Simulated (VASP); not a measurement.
Here is a VASP 6.6.1 calculation.

The input INCAR:

```
SYSTEM = Cl
  PREC = Accurate
  ENCUT = 600
  EDIFF = 1E-6
  ISMEAR = 0
  SIGMA = 0.02
  LREAL = .False.
  LASPH = .True.
  NELM = 100
  ALGO = Normal
  ISIF = 3
  LWAVE = .False.
  LCHARG = .False.
  GGA = PE
  IBRION = 2
  NSW = 100
  EDIFFG = -0.01
```

The input KPOINTS:

```
Automatic mesh
0
Gamma
  9 9 2
  0 0 0
```

File POSCAR:

```
Cl
1.0
    4.3981690524      0.0000000000      0.0000000000
   -2.1990845262      3.8089261295      0.0000000000
    0.0000000000      0.0000000000     18.2358351515
Cl
8
Direct
    0.0000000000      0.0000000000      0.0551172961
    0.0000000000      0.0000000000      0.5551172961
    0.0000000000      0.0000000000      0.4448827039
    0.0000000000      0.0000000000      0.9448827039
    0.3333333333      0.6666666667      0.1948814278
    0.6666666667      0.3333333333      0.6948814278
    0.3333333333      0.6666666667      0.3051185722
    0.6666666667      0.3333333333      0.8051185722
```

Potentials or basis: VASP PAW PBE potentials, release 64 (Cl).

The run is started by

```console
$ cat potpaw_PBE.64/Cl/POTCAR > POTCAR
$ mpirun -np 1 vasp_std > vasp.out
```

(1) What does it give for the relaxed cell?

(2) What does it give for the relaxed volume?

(3) What does it give for the space group after relaxing (to 0.1 Å)?

Answers

(1) a = 4.444 Å, b = 4.444 Å, c = 18.527 Å, α = 90.00°, β = 90.00°, γ = 120.00°.

(2) 39.61 Å³/atom.

(3) P6_3/mmc (No. 194).

Caveat: this functional lacks dispersion, which holds the molecules together, so the pressure and a relaxed volume are unreliable.
